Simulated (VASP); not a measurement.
# ZrB2 in VASP: further runs

Aim: see how the results for ZrB2 move with the level of theory and the settings. Levels: BLYP+D4, LDA, RPBE+D3(BJ). Tasks: single point.

Program: VASP 6.6.1. These are calculated values, not measurements. Logs are shortened: lines on timing, memory, paths and dates and some standing lists are left out, and cuts for length are marked.

### 1 The cell of the first run

The typed cell holds 3 atoms: a = 3.170 Å, b = 3.170 Å, c = 3.533 Å, α = 90.00°, β = 90.00°, γ = 120.00°.

### 2 Single point, BLYP+D4, collinear spin, ferromagnetic start (atoms moved at random)

INCAR reads:

```
PREC     = Accurate       # precision mode
ENCUT    = 520            # plane-wave cutoff, eV
EDIFF    = 1E-6           # SCF threshold, eV
ISMEAR   = 1              # smearing method
SIGMA    = 0.1            # smearing width, eV
LREAL    = F              # projectors in reciprocal space
LASPH    = T              # aspherical terms in the spheres
NELM     = 150            # most SCF steps
ALGO     = Normal         # electronic algorithm
ISIF     = 2              # what is computed and relaxed
LWAVE    = F              # write WAVECAR
LCHARG   = F              # write CHGCAR
ISPIN    = 2              # spin polarisation
MAGMOM   = -0.34 0 0      # initial moments
LORBIT   = 11             # projections on sites
LMAXMIX  = 4              # l up to which the mixer works
GGA      = B5             # functional
ALDAX    = 1.0          
AGGAX    = 1.0          
AGGAC    = 1.0          
ALDAC    = 0.0          
IVDW     = 13             # dispersion correction
VDW_S6   = 1.0          
VDW_S8   = 2.34076671   
VDW_A1   = 0.44488865   
VDW_A2   = 4.0933009    
NBANDS   = 20             # bands
```

KPOINTS reads:

```
Automatic mesh
0
Gamma
  8 8 6
```

POSCAR reads:

```
ZrB2
1.0
    3.1700000000      0.0000000000      0.0000000000
   -1.5850000000      2.7453005300      0.0000000000
    0.0000000000      0.0000000000      3.5330000000
Zr B
1 2
Direct
   -0.0036391034     -0.0067198472     -0.0049142372
    0.6667828287      0.3253221242      0.4979264082
    0.3293406995      0.6624826609      0.4988505519
```

Potentials or basis: VASP PAW PBE potentials, release 64 (Zr_sv, B).

Run with:

```bash
$ cat potpaw_PBE.64/Zr_sv/POTCAR potpaw_PBE.64/B/POTCAR > POTCAR
$ mpirun -np 1 vasp_std > vasp.out
```

OUTCAR:

```text
PREC = Accurate
   ENCUT = 520
   EDIFF = 1E-6
   ISMEAR = 1
   LREAL = F
   LASPH = T
   NELM = 150
   ISIF = 2
   ISPIN = 2
   LORBIT = 11
   GGA = B5
   IVDW = 13

 ion  position               nearest neighbor table
   1  0.996  0.993  0.995-   2 2.53   3 2.53   3 2.54   2 2.54   3 2.54   2 2.54   2 2.54   3 2.55
                             2 2.55   3 2.55   3 2.56   2 2.56
   2  0.667  0.325  0.498-   3 1.82   3 1.82   3 1.85   1 2.53   1 2.54   1 2.54   1 2.54   1 2.55
                             1 2.56
   3  0.329  0.662  0.499-   2 1.82   2 1.82   2 1.85   1 2.53   1 2.54   1 2.54   1 2.55   1 2.55
                             1 2.56

  LATTYP: Found a hexagonal cell.
 ALAT       =     3.1700000000
 C/A-ratio  =     1.1145110410

  Lattice vectors:

 A1 = (   3.1700000000,   0.0000000000,   0.0000000000)
 A2 = (  -1.5850000000,   2.7453005300,   0.0000000000)
 A3 = (   0.0000000000,   0.0000000000,   3.5330000000)

Analysis of symmetry for initial positions (statically):
=====================================================================
 Subroutine PRICEL returns:
 Original cell was already a primitive cell.

 Routine SETGRP: Setting up the symmetry group for a
 hexagonal supercell.

 Subroutine GETGRP returns: Found  1 space group operations
 (whereof  1 operations were pure point group operations)
 out of a pool of 24 trial point group operations.

The static configuration has the point symmetry C_1 .

Analysis of symmetry for dynamics (positions and initial velocities):
=====================================================================
 Subroutine PRICEL returns:
 Original cell was already a primitive cell.

 Routine SETGRP: Setting up the symmetry group for a
 hexagonal supercell.

 Subroutine GETGRP returns: Found  1 space group operations
 (whereof  1 operations were pure point group operations)
 out of a pool of 24 trial point group operations.

The dynamic configuration has the point symmetry C_1 .

Analysis of structural, dynamic, and magnetic symmetry:
=====================================================================
 Subroutine PRICEL returns:
 Original cell was already a primitive cell.

 Routine SETGRP: Setting up the symmetry group for a
 hexagonal supercell.

 Subroutine GETGRP returns: Found  1 space group operations
 (whereof  1 operations were pure point group operations)
 out of a pool of 24 trial point group operations.

The overall configuration has the point symmetry C_1 .

 Subroutine INISYM returns: Found  1 space group operations
 (whereof  1 operations are pure point group operations),
 and found     1 'primitive' translations

----------------------------------------------------------------------------------------

                                     Primitive cell

  volume of cell :      30.7463

  direct lattice vectors                    reciprocal lattice vectors
     3.170000000  0.000000000  0.000000000     0.315457413  0.182129422  0.000000000
    -1.585000000  2.745300530  0.000000000     0.000000000  0.364258845  0.000000000
     0.000000000  0.000000000  3.533000000     0.000000000  0.000000000  0.283045570

  length of vectors
     3.170000000  3.170000000  3.533000000     0.364258845  0.364258845  0.283045570

  position of ions in fractional coordinates (direct lattice)
     0.996360897  0.993280153  0.995085763
     0.666782829  0.325322124  0.497926408
     0.329340700  0.662482661  0.498850552

  ion indices of the primitive-cell ions
   primitive index   ion index
                 1           1
                 2           2
                 3           3

----------------------------------------------------------------------------------------

 KPOINTS: Automatic mesh

Automatic generation of k-mesh.
 Grid dimensions read from file:
 generate k-points for:    8    8    6

 Generating k-lattice:

  Cartesian coordinates                     Fractional coordinates (reciprocal lattice)
     0.039432177  0.022766178  0.000000000     0.125000000  0.000000000  0.000000000
     0.000000000  0.045532356  0.000000000     0.000000000  0.125000000  0.000000000
     0.000000000  0.000000000  0.047174262     0.000000000  0.000000000  0.166666667

  Length of vectors
     0.045532356  0.045532356  0.047174262

  Shift w.r.t. Gamma in fractional coordinates (k-lattice)
     0.000000000  0.000000000  0.000000000

 Subroutine IBZKPT returns following result:
 ===========================================

 Found    196 irreducible k-points:

 Following reciprocal coordinates:
            Coordinates               Weight
  0.000000  0.000000  0.000000      1.000000
  0.125000  0.000000  0.000000      2.000000
  0.000000  0.125000  0.000000      2.000000
 -0.125000  0.125000  0.000000      2.000000
  0.250000  0.000000  0.000000      2.000000
  0.000000  0.250000  0.000000      2.000000
[... 16 lines left out ...]
  0.375000  0.125000  0.000000      2.000000
 -0.125000  0.500000  0.000000      2.000000
 [... further k-points ...]
   k-points           NKPTS =    196   k-points in BZ     NKDIM =    196   number of bands    NBANDS=     20
   number of dos      NEDOS =    301   number of ions     NIONS =      3
   total plane-waves  NPLWV =  16128
   dimension x,y,z NGX =    24 NGY =   24 NGZ =   28
   dimension x,y,z NGXF=    48 NGYF=   48 NGZF=   56
   ions per type =               1   2
   NGX,Y,Z   is equivalent  to a cutoff of  12.59, 12.59, 13.18 a.u.
   NGXF,Y,Z  is equivalent  to a cutoff of  25.17, 25.17, 26.35 a.u.
 SYSTEM =  unknown system
   PREC   = accura    normal or accurate (medium, high low for compatibility)
   ISTART =      0    job   : 0-new  1-cont  2-samecut
   ICHARG =      2    charge: 1-file 2-atom 10-const
   ISPIN  =      2    spin polarized calculation?
   LNONCOLLINEAR =      F non collinear calculations
   LSORBIT =      F    spin-orbit coupling
   LASPH  =      T    aspherical Exc in radial PAW
   ENCUT  =  520.0 eV  38.22 Ry    6.18 a.u.   5.89  5.89  6.57*2*pi/ulx,y,z
   NELM   =    150;   NELMIN=  2; NELMDL= -5     # of ELM steps
   EDIFF  = 0.1E-05   stopping-criterion for ELM
   LREAL  =      F    real-space projection
   EDIFFG = 0.1E-04   stopping-criterion for IOM
   NSW    =      0    number of steps for IOM
   IBRION =     -1    ionic relax: 0-MD 1-quasi-New 2-CG
   NFREE  =      0    steps in history (QN), initial steepest desc. (CG)
   ISIF   =      2    stress and relaxation
   ISYM   =      2    0-nonsym 1-usesym 2-fastsym
   POTIM  = 0.5000    time-step for ionic-motion
   TEBEG  =    0.0;   TEEND  =   0.0 temperature during run
   PSTRESS=    0.0 pullay stress
   NELECT =      18.0000    total number of electrons
   NUPDOWN=      -1.0000    fix difference up-down
   EMIN   =  10.00;   EMAX   =-10.00  energy-range for DOS
   EFERMI =   0.00;   METHOD = LEGACY
   ISMEAR =     1;   SIGMA  =   0.10  broadening in eV -4-tet -1-fermi 0-gaus
   EFERMI_NEDOS =   21; number of points for ismear=-14 and -15
   IALGO  =     38    algorithm
   IMIX   =      4    mixing-type and parameters
     AMIX     =   0.40;   BMIX     =  1.00
     AMIX_MAG =   1.60;   BMIX_MAG =  1.00
  volume/ion in A,a.u.               =      10.25        69.16
  Fermi-wavevector in a.u.,A,eV,Ry     =   1.369519  2.588016 25.518847  1.875582
  Thomas-Fermi vector in A             =   2.495387
   LORBIT       =     11    0 simple, 1 ext, 2 COOP (PROOUT), +10 PAW based schemes
   GGA     = B5    functional components
   LHFCALC =     F    Hartree Fock is set to
   AEXX    =    0.0000 exact exchange contribution
   IVDW    =    13    specifies the selected vdW correction
   LEPSILON=     F    determine dielectric tensor
   LRPA    =     F    only Hartree local field effects (RPA)
 spin polarized calculation
 Methfessel and Paxton  Order N= 1 SIGMA  =   0.10
  energy-cutoff  :      520.00
  volume of cell :       30.75
 maximum number of plane-waves:       840
   NGX = 11   NGY = 11   NGZ = 13

 number of electron      18.0000000 magnetization       0.0002046

 number of electron      18.0000000 magnetization      -0.0000128

 Free energy of the ion-electron system (eV)
  ---------------------------------------------------
  ext. energy  EPLUGINS =         0.00000000
  ---------------------------------------------------
  free energy    TOTEN  =       -22.08687515 eV

  energy without entropy =      -22.08673218  energy(sigma->0) =      -22.08682749

 E-fermi :  11.1811     XC(G=0): -11.7933

 val. band max:       11.1808304384   @ k =   0.1250   0.3750   0.0000
 cond. band min:      11.2015616535   @ k =   0.5000  -0.1250   0.0000
 fundamental gap:      0.0207312151
 Fermi energy:        11.1811325426

 spin component 1

 k-point     1 :       0.0000    0.0000    0.0000
  band No.  band energies     occupation
      1     -37.6827      1.00000
      2     -15.9390      1.00000
      3     -15.4028      1.00000
      4     -15.3998      1.00000
      5      -1.5873      1.00000
      6       8.2687      1.00000
[... 12 lines left out ...]
     19      26.6681      0.00000
[... 513 lines left out ...]
      4     -15.6886      1.00000
      5       1.7223      1.00000
      6       3.3497      1.00000
[... 12 lines left out ...]
     19      26.6282      0.00000
     20      27.1606      0.00000

 [... further k-points ...]

 spin component 2

 k-point     1 :       0.0000    0.0000    0.0000
  band No.  band energies     occupation
      1     -37.6825      1.00000
      2     -15.9389      1.00000
      3     -15.4027      1.00000
      4     -15.3997      1.00000
      5      -1.5872      1.00000
      6       8.2687      1.00000
[... 12 lines left out ...]
     19      26.6681      0.00000
[... 513 lines left out ...]
      4     -15.6885      1.00000
      5       1.7223      1.00000
      6       3.3497      1.00000
[... 12 lines left out ...]
     19      26.6282      0.00000
     20      27.1994      0.00000

 [... further k-points ...]

------------------------ aborting loop because EDIFF is reached ----------------------------------------

  DFT-D4 for vdW energy calculation

  Edisp (eV):   -1.78183

  FORCE on cell =-STRESS in cart. coord.  units (eV):
  Direction    XX          YY          ZZ          XY          YZ          ZX
  --------------------------------------------------------------------------------------
  -------------------------------------------------------------------------------------
  Total      -0.71383    -0.80752    -0.42873    -0.08466     0.00118     0.00174
  in kB     -37.19744   -42.07947   -22.34078    -4.41169     0.06123     0.09061
  external pressure =      -33.87 kB  Pullay stress =        0.00 kB

 VOLUME and BASIS-vectors are now :
 -----------------------------------------------------------------------------
  energy-cutoff  :      520.00
  volume of cell :       30.75
      direct lattice vectors                 reciprocal lattice vectors
     3.170000000  0.000000000  0.000000000     0.315457413  0.182129422  0.000000000
    -1.585000000  2.745300530  0.000000000     0.000000000  0.364258845  0.000000000
     0.000000000  0.000000000  3.533000000     0.000000000  0.000000000  0.283045570

 POSITION                                       TOTAL-FORCE (eV/Angst)
 -----------------------------------------------------------------------------------
      1.58412      2.72685      3.51564         0.054102      0.020270      0.166499
      1.59807      0.89311      1.75917        -0.213234      0.092311     -0.064402
     -0.00603      1.81871      1.76244         0.159132     -0.112581     -0.102096
 -----------------------------------------------------------------------------------
    total drift:                                0.000004     -0.000022      0.000049

  FREE ENERGIE OF THE ION-ELECTRON SYSTEM (eV)
  ---------------------------------------------------
  free  energy   TOTEN  =       -23.8687081135 eV

  energy  without entropy=      -23.8685651408  energy(sigma->0) =      -23.86866046

 total charge

# of ion       s       p       d       tot
------------------------------------------
    1        2.166   6.029   1.795   9.990
    2        0.669   1.263   0.000   1.932
    3        0.669   1.263   0.000   1.932
--------------------------------------------------
tot          3.504   8.555   1.795  13.854

 magnetization (x)

# of ion       s       p       d       tot
------------------------------------------
    1        0.000  -0.000   0.000   0.000
    2       -0.000  -0.000   0.000  -0.000
    3       -0.000  -0.000   0.000  -0.000
--------------------------------------------------
tot         -0.000  -0.000   0.000  -0.000
```

It took 90 s on 1 thread of Intel Xeon Platinum 8488C (Sapphire Rapids), shared host; peak memory 0.29 GiB.

Results:

| Property | Result |
| --- | --- |
| Free energy | -23.8687 eV |
| Pressure | -3.4 GPa |
| Largest force | 0.241 eV/Å |
| Band gap on the k mesh | zero (filled and empty bands overlap) |
| Net moment | 0.00 μB per cell |
| Valence electrons inside the program's atomic spheres | Zr 9.99; B 1.93 |
| Dispersion energy per atom | -0.594 eV |

Forces on the atoms (eV/Å):
```
Zr   0.054  0.020  0.166
B   -0.213  0.092 -0.064
B    0.159 -0.113 -0.102
```

Stress tensor (GPa, compression positive):
```
-3.72 -0.44  0.01
-0.44 -4.21  0.01
 0.01  0.01 -2.23
```

Levels at points of the mesh, in eV from the Fermi level:
Spin up:
| k point | band 6 | band 7 | band 8 | band 9 | band 10 | band 11 | band 12 | band 13 |
| --- | --- | --- | --- | --- | --- | --- | --- | --- |
| (0.00, 0.00, 0.00) | -2.91 | -2.74 | -2.63 | -2.46 | 3.13 | 3.17 | 3.80 | 3.92 |
| (0.50, 0.00, 0.00) | -8.63 | -4.00 | -3.21 | -2.73 | 2.00 | 2.10 | 4.59 | 4.69 |
| (0.00, 0.50, 0.00) | -8.63 | -4.00 | -3.21 | -2.73 | 2.00 | 2.10 | 4.59 | 4.69 |
| (0.50, 0.50, 0.00) | -8.68 | -4.09 | -3.29 | -2.75 | 2.10 | 2.18 | 4.60 | 4.72 |
| (0.00, 0.00, 0.50) | -6.96 | -1.34 | -1.07 | 0.12 | 0.28 | 0.58 | 0.59 | 1.61 |
| (0.50, 0.00, 0.50) | -7.15 | -4.75 | -4.23 | -2.05 | 3.48 | 4.09 | 4.95 | 5.89 |
| (0.00, 0.50, 0.50) | -7.15 | -4.75 | -4.23 | -2.05 | 3.48 | 4.08 | 4.95 | 5.89 |
| (0.50, 0.50, 0.50) | -7.03 | -4.79 | -4.17 | -2.13 | 3.51 | 4.03 | 4.95 | 5.91 |
Spin down:
| k point | band 5 | band 6 | band 7 | band 8 | band 9 | band 10 | band 11 | band 12 | band 13 | band 14 |
| --- | --- | --- | --- | --- | --- | --- | --- | --- | --- | --- |
| (0.00, 0.00, 0.00) | -12.77 | -2.91 | -2.74 | -2.63 | -2.46 | 3.13 | 3.17 | 3.80 | 3.92 | 4.70 |
| (0.50, 0.00, 0.00) | -9.05 | -8.63 | -4.00 | -3.21 | -2.73 | 2.00 | 2.10 | 4.59 | 4.69 | 6.61 |
| (0.00, 0.50, 0.00) | -9.05 | -8.63 | -4.00 | -3.21 | -2.73 | 2.00 | 2.10 | 4.59 | 4.69 | 6.61 |
| (0.50, 0.50, 0.00) | -8.94 | -8.68 | -4.09 | -3.29 | -2.75 | 2.10 | 2.18 | 4.60 | 4.72 | 6.58 |
| (0.00, 0.00, 0.50) | -10.81 | -6.96 | -1.34 | -1.07 | 0.12 | 0.28 | 0.59 | 0.59 | 1.61 | 4.87 |
| (0.50, 0.00, 0.50) | -10.03 | -7.15 | -4.75 | -4.23 | -2.05 | 3.48 | 4.09 | 4.95 | 5.89 | 6.15 |
| (0.00, 0.50, 0.50) | -10.03 | -7.15 | -4.75 | -4.23 | -2.05 | 3.48 | 4.08 | 4.95 | 5.89 | 6.15 |
| (0.50, 0.50, 0.50) | -10.09 | -7.03 | -4.79 | -4.17 | -2.13 | 3.51 | 4.03 | 4.95 | 5.91 | 6.06 |

Caveat: the cell differs from its parent crystal (atoms moved at random); the PAW data sets were made with another functional, which shifts forces and pressure a little; pairwise dispersion overbinds metals, which lowers pressure and volume.

(Part 1 of 2 ends here.)
